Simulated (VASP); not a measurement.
# Zr3S2 (R32) in VASP: further runs, part 2 of 2

VASP 6.6.1. Earlier steps stand in the parts before.

### 3 Single point, r2SCAN+rVV10

This run uses another cell than the first one, of 20.06 Å³/atom.

Contents of POSCAR:

```
Zr3S2
1.0
    2.8808288591      1.6632473173      3.4894883553
   -2.8808288591      1.6632473173      3.4894883553
    0.0000000000     -3.3264946346      3.4894883553
Zr S
3 2
Direct
    0.8386550937      0.5000000000      0.1613449063
    0.5000000000      0.1613449063      0.8386550937
    0.1613449063      0.8386550937      0.5000000000
    0.6645803754      0.6645803754      0.6645803754
    0.3354196246      0.3354196246      0.3354196246
```

Contents of INCAR.step1:

```
PREC = Accurate
ENCUT = 520
ISMEAR = -1
SIGMA = 0.05
LREAL = False
LASPH = True
NELM = 80
NBANDS = 32
GGA = PE
ALGO = Normal
EDIFF = 1E-4
LWAVE = True
LCHARG = False
```

Contents of INCAR.step2:

```
PREC = Accurate
ENCUT = 520
EDIFF = 1E-6
ISMEAR = -1
SIGMA = 0.05
LREAL = False
LASPH = True
NELM = 80
ALGO = Normal
ISIF = 2
LWAVE = False
LCHARG = False
METAGGA = R2SCAN
LMIXTAU = True
LUSE_VDW = True
IVDW_NL = 2
BPARAM = 11.95
CPARAM = 0.0093
NBANDS = 32
ISTART = 1
```

Contents of KPOINTS:

```
regular mesh
0
Gamma
  6 6 6
```

Potentials or basis: VASP PAW PBE potentials, release 64 (Zr_sv, S).

On the command line:

```
$ cat potpaw_PBE.64/Zr_sv/POTCAR potpaw_PBE.64/S/POTCAR > POTCAR
$ cp INCAR.step1 INCAR
$ mpirun -np 1 vasp_std > vasp.out
$ cp INCAR.step2 INCAR
$ mpirun -np 1 vasp_std > vasp.out
```

Run time: 5.8 min. Hardware: 1 thread of Intel Xeon Platinum 8259CL at 2.50GHz (Skylake/Cascade Lake), shared host; peak memory 0.44 GiB.

It converged, with:

* Free energy: -89.6100 eV
* Pressure: 0.1 GPa
* Largest force: 0.007 eV/Å
* Band gap on the k mesh: zero (bands 24 and 25 overlap by 0.23 eV)

Forces in eV/Å, atoms in the order of the input:
```
Zr   0.002  0.003  0.000
Zr   0.002 -0.003  0.000
Zr  -0.004  0.000  0.000
S    0.000  0.000 -0.007
S    0.000  0.000  0.007
```

Levels at points of the mesh, in eV from the Fermi level:
| k point | band 22 | band 23 | band 24 | band 25 | band 26 | band 27 |
| --- | --- | --- | --- | --- | --- | --- |
| (0.00, 0.00, 0.00) | -1.86 | 0.06 | 0.06 | 0.81 | 0.81 | 2.10 |
| (0.50, 0.00, 0.00) | -1.22 | -0.91 | -0.71 | -0.10 | 1.18 | 1.96 |
| (0.50, 0.50, 0.00) | -1.25 | -0.91 | -0.34 | -0.04 | 1.10 | 2.13 |
| (0.50, 0.50, 0.50) | -0.48 | -0.17 | -0.17 | 0.45 | 0.45 | 1.27 |

Caveat: the PAW data sets were made with another functional, which shifts forces and pressure a little.

### 4 Single point, r2SCAN+D4

This run uses another cell than the first one, of 20.10 Å³/atom.

Contents of POSCAR:

```
Zr3S2
1.0
    2.8831022612      1.6645598666      3.4904730440
   -2.8831022612      1.6645598666      3.4904730440
    0.0000000000     -3.3291197332      3.4904730441
Zr S
3 2
Direct
    0.8385057310      0.5000000000      0.1614942690
    0.5000000000      0.1614942690      0.8385057310
    0.1614942690      0.8385057310      0.5000000000
    0.6646923828      0.6646923828      0.6646923828
    0.3353076172      0.3353076172      0.3353076172
```

Contents of INCAR.step1:

```
SYSTEM = Zr3S2
  PREC = Accurate
  ENCUT = 520
  ISMEAR = -1
  SIGMA = 0.05
  LREAL = .FALSE.
  LASPH = .TRUE.
  NELM = 80
  NBANDS = 32
  GGA = PE
  ALGO = Normal
  EDIFF = 1E-4
  LWAVE = .TRUE.
  LCHARG = .FALSE.
```

Contents of INCAR.step2:

```
SYSTEM = Zr3S2
  PREC = Accurate
  ENCUT = 520
  EDIFF = 1E-6
  ISMEAR = -1
  SIGMA = 0.05
  LREAL = .FALSE.
  LASPH = .TRUE.
  NELM = 80
  ALGO = Normal
  ISIF = 2
  LWAVE = .FALSE.
  LCHARG = .FALSE.
  METAGGA = R2SCAN
  LMIXTAU = .TRUE.
  IVDW = 13
  VDW_S6 = 1.0
  VDW_S8 = 0.6018749
  VDW_A1 = 0.51559235
  VDW_A2 = 5.77342911
  NBANDS = 32
  ISTART = 1
```

Contents of KPOINTS:

```
Automatic mesh
0
G
  6 6 6
  0 0 0
```

On the command line:

```
$ cat potpaw_PBE.64/Zr_sv/POTCAR potpaw_PBE.64/S/POTCAR > POTCAR
$ cp INCAR.step1 INCAR
$ mpirun -np 1 vasp_std > vasp.out
$ cp INCAR.step2 INCAR
$ mpirun -np 1 vasp_std > vasp.out
```

Wall time 4.7 min (1 thread of Intel Xeon Platinum 8259CL at 2.50GHz (Skylake/Cascade Lake), shared host); peak memory 0.26 GiB.

Results (log left out):

```yaml
Free_energy: -90.9267 eV
Pressure: 0.0 GPa
Largest_force: 0.005 eV/Å
Band_gap_on_the_k_mesh: zero (bands 24 and 25 overlap by 0.24 eV)
Dispersion_energy_per_atom: -0.099 eV
```

Forces in eV/Å, atoms in the order of the input:
```
Zr  -0.001 -0.002  0.000
Zr  -0.001  0.002  0.000
Zr   0.002  0.000  0.000
S    0.000  0.000 -0.005
S    0.000  0.000  0.005
```

Levels at points of the mesh, in eV from the Fermi level:
```csv
k point,band 22,band 23,band 24,band 25,band 26,band 27
"(0.00, 0.00, 0.00)",-1.84,0.06,0.06,0.81,0.81,2.10
"(0.50, 0.00, 0.00)",-1.22,-0.90,-0.70,-0.10,1.18,1.96
"(0.50, 0.50, 0.00)",-1.24,-0.91,-0.34,-0.04,1.10,2.12
"(0.50, 0.50, 0.50)",-0.47,-0.17,-0.17,0.44,0.44,1.26
```

Caveat: the PAW data sets were made with another functional, which shifts forces and pressure a little.

### 5 Single point, r2SCAN

This run uses another cell than the first one, of 20.23 Å³/atom.

Contents of POSCAR:

```
Zr3S2
1.0
    2.8891468074      1.6680496870      3.4974065727
   -2.8891468074      1.6680496870      3.4974065727
    0.0000000000     -3.3360993740      3.4974065727
Zr S
3 2
Direct
    0.8383479914      0.5000000000      0.1616520086
    0.5000000000      0.1616520086      0.8383479914
    0.1616520086      0.8383479914      0.5000000000
    0.6647572705      0.6647572705      0.6647572705
    0.3352427295      0.3352427295      0.3352427295
```

Contents of INCAR.step1:

```
SYSTEM = Zr3S2
ALGO = Normal ; EDIFF = 1E-4
ENCUT = 520 ; GGA = PE
ISMEAR = -1 ; LASPH = .True.
LCHARG = .False. ; LREAL = .False.
LWAVE = .True. ; NBANDS = 32
NELM = 60 ; PREC = Accurate
SIGMA = 0.05
```

Contents of INCAR.step2:

```
SYSTEM = Zr3S2
ALGO = Normal ; EDIFF = 1E-7
ENCUT = 520 ; ISIF = 2
ISMEAR = -1 ; ISTART = 1
LASPH = .True. ; LCHARG = .False.
LMIXTAU = .True. ; LREAL = .False.
LWAVE = .False. ; METAGGA = R2SCAN
NBANDS = 32 ; NELM = 60
PREC = Accurate ; SIGMA = 0.05
```

Contents of KPOINTS:

```
k-points
0
Gamma
  6 6 6
  0 0 0
```

On the command line:

```
$ cat potpaw_PBE.64/Zr_sv/POTCAR potpaw_PBE.64/S/POTCAR > POTCAR
$ cp INCAR.step1 INCAR
$ mpirun -np 1 vasp_std > vasp.out
$ cp INCAR.step2 INCAR
$ mpirun -np 1 vasp_std > vasp.out
```

Run time: 5.4 min. Hardware: 1 thread of Intel Xeon Platinum 8259CL at 2.50GHz (Skylake/Cascade Lake), shared host; peak memory 0.26 GiB.

The run converged. Its results:

```yaml
Free_energy: -90.4349 eV
Pressure: 0.0 GPa
Largest_force: 0.010 eV/Å
Band_gap_on_the_k_mesh: zero (bands 24 and 25 overlap by 0.24 eV)
```

Forces on the atoms (eV/Å):
```
Zr  -0.004 -0.007  0.000
Zr  -0.004  0.007  0.000
Zr   0.008  0.000  0.000
S    0.000  0.000 -0.010
S    0.000  0.000  0.010
```

Levels at points of the mesh, in eV from the Fermi level:
| k point | band 22 | band 23 | band 24 | band 25 | band 26 | band 27 |
| --- | --- | --- | --- | --- | --- | --- |
| (0.00, 0.00, 0.00) | -1.83 | 0.06 | 0.06 | 0.81 | 0.81 | 2.09 |
| (0.50, 0.00, 0.00) | -1.21 | -0.89 | -0.70 | -0.11 | 1.18 | 1.95 |
| (0.50, 0.50, 0.00) | -1.23 | -0.91 | -0.34 | -0.03 | 1.10 | 2.11 |
| (0.50, 0.50, 0.50) | -0.47 | -0.17 | -0.17 | 0.44 | 0.44 | 1.25 |

Caveat: the PAW data sets were made with another functional, which shifts forces and pressure a little.

### 6 Single point, r2SCAN+D3(BJ)

This run uses another cell than the first one, of 20.36 Å³/atom.

Contents of POSCAR:

```
Zr3S2
1.0
    2.9025379727      1.6757810799      3.4877732718
   -2.9025379727      1.6757810799      3.4877732718
    0.0000000000     -3.3515621597      3.4877732718
Zr S
3 2
Direct
    0.8387270000      0.5000000000      0.1612730000
    0.5000000000      0.1612730000      0.8387270000
    0.1612730000      0.8387270000      0.5000000000
    0.6650230000      0.6650230000      0.6650230000
    0.3349770000      0.3349770000      0.3349770000
```

Contents of INCAR.step1:

```
SYSTEM = Zr3S2
  PREC = Accurate
  ENCUT = 520
  ISMEAR = -1
  SIGMA = 0.05
  LREAL = .False.
  LASPH = .True.
  NELM = 60
  NBANDS = 32
  GGA = PE
  ALGO = Normal
  EDIFF = 1E-4
  LWAVE = .True.
  LCHARG = .False.
```

Contents of INCAR.step2:

```
SYSTEM = Zr3S2
  PREC = Accurate
  ENCUT = 520
  EDIFF = 1E-7
  ISMEAR = -1
  SIGMA = 0.05
  LREAL = .False.
  LASPH = .True.
  NELM = 60
  ALGO = Normal
  ISIF = 2
  LWAVE = .False.
  LCHARG = .True.
  METAGGA = R2SCAN
  LMIXTAU = .True.
  IVDW = 12
  VDW_S6 = 1.0
  VDW_S8 = 0.78981345
  VDW_A1 = 0.49484001
  VDW_A2 = 5.73083694
  LELF = .True.
  LVHAR = .True.
  NBANDS = 32
  ISTART = 1
```

Contents of KPOINTS:

```
Automatic mesh
0
Gamma
  6 6 6
  0 0 0
```

Potentials or basis: VASP PAW PBE potentials, release 64 (Zr_sv, S).

On the command line:

```
$ cat potpaw_PBE.64/Zr_sv/POTCAR potpaw_PBE.64/S/POTCAR > POTCAR
$ cp INCAR.step1 INCAR
$ mpirun -np 1 vasp_std > vasp.out
$ cp INCAR.step2 INCAR
$ mpirun -np 1 vasp_std > vasp.out
```

Wall time 4.8 min (1 thread of Intel Xeon Platinum 8259CL at 2.50GHz (Skylake/Cascade Lake), shared host); peak memory 0.27 GiB.

The run converged. Its results:

* Free energy: -91.5508 eV
* Pressure: -2.6 GPa
* Largest force: 0.077 eV/Å
* Band gap on the k mesh: zero (bands 24 and 25 overlap by 0.25 eV)
* Dispersion energy per atom: -0.224 eV

Forces on the atoms (eV/Å):
```
Zr  -0.038 -0.066  0.000
Zr  -0.038  0.066  0.000
Zr   0.077  0.000  0.000
S    0.000  0.000 -0.048
S    0.000  0.000  0.048
```

Stress tensor (GPa, compression positive):
```
-2.90  0.00  0.00
 0.00 -2.90  0.00
 0.00  0.00 -2.04
```

Levels at points of the mesh, in eV from the Fermi level:
```csv
k point,band 21,band 22,band 23,band 24,band 25,band 26,band 27,band 28
"(0.00, 0.00, 0.00)",-2.78,-1.83,0.06,0.06,0.81,0.81,2.11,3.01
"(0.50, 0.00, 0.00)",-1.31,-1.19,-0.89,-0.69,-0.11,1.18,1.95,1.98
"(0.50, 0.50, 0.00)",-1.95,-1.24,-0.89,-0.33,-0.01,1.08,2.08,2.18
"(0.50, 0.50, 0.50)",-0.85,-0.44,-0.17,-0.17,0.43,0.43,1.24,1.24
```

Caveat: three body term missing; the PAW data sets were made with another functional, which shifts forces and pressure a little.

### 7 The runs side by side

```tsv
level	cell	gap on the mesh (eV)	pressure (GPa)	largest force (eV/Å)
r2SCAN+D3(BJ)	a = 4.817 Å, angles 73.4°, 5 atoms, atomic positions A	none	-0.5	0.01
r2SCAN+rVV10	a = 4.821 Å, angles 73.4°, 5 atoms, atomic positions B	none	0.1	0.01
r2SCAN+D4	a = 4.824 Å, angles 73.4°, 5 atoms, atomic positions C	none	0.0	0.01
r2SCAN	a = 4.833 Å, angles 73.4°, 5 atoms, atomic positions D	none	0.0	0.01
r2SCAN+D3(BJ)	a = 4.837 Å, angles 73.7°, 5 atoms, atomic positions E	none	-2.6	0.08
```

Alike in all rows: task single point; potentials or basis VASP PAW PBE potentials, release 64 (Zr_sv, S); no spin polarisation; k mesh 6 × 6 × 6; cutoff (eV) 520; smearing fermi-dirac 0.05 eV.

Caveats: the PAW data sets were made with another functional, which shifts forces and pressure a little; three body term missing (at least some runs).

Absolute energies hang on the potentials; compare differences alone.
